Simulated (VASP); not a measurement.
Input of a VASP 6.6.1 run:

INCAR

```
SYSTEM = WS2
  ALGO = Normal
  EDIFF = 1E-6
  ENCUT = 520
  GGA = PS
  ISIF = 2
  ISMEAR = 0
  LASPH = .True.
  LCHARG = .True.
  LELF = .True.
  LREAL = .False.
  LVHAR = .True.
  LWAVE = .False.
  NBANDS = 20
  NELM = 80
  PREC = Accurate
  SIGMA = 0.05
```

Contents of KPOINTS:

```
k-points
0
Gamma
  12 12 12
  0 0 0
```

POSCAR

```
WS2
1.0
    1.5265893002      0.8813767434      6.1793507999
   -1.5265893002      0.8813767434      6.1793507999
    0.0000000000     -1.7627534868      6.1793507999
W S
1 2
Direct
    0.9993284863      0.9993284863      0.9993284863
    0.7479630314      0.7479630314      0.7479630314
    0.5840084823      0.5840084823      0.5840084823
```

Potentials or basis: VASP PAW PBE potentials, release 64 (W_sv, S).

The run is started by

```bash
$ cat potpaw_PBE.64/W_sv/POTCAR potpaw_PBE.64/S/POTCAR > POTCAR
$ mpirun -np 1 vasp_std > vasp.out
```

**Question.** Estimate the band gap on the k mesh.

**Answer.** 1.10 eV (least direct gap 2.17 eV).

**Question.** Predict the largest force.

**Answer.** 1.917 eV/Å.

**Question.** What does it give for the pressure?

**Answer.** 18.5 GPa.

Stress tensor (GPa, compression positive):
```
18.01  0.00  0.00
 0.00 18.01  0.00
 0.00  0.00 19.39
```

Caveat: the cell differs from its parent crystal (strain -0.030 along x and y, -0.030 along z); the cell stands under pressure; the PAW data sets were made with another functional, which shifts forces and pressure a little; spin-orbit coupling is left out, which moves the levels of the heavy elements. A k mesh can miss the band edges.
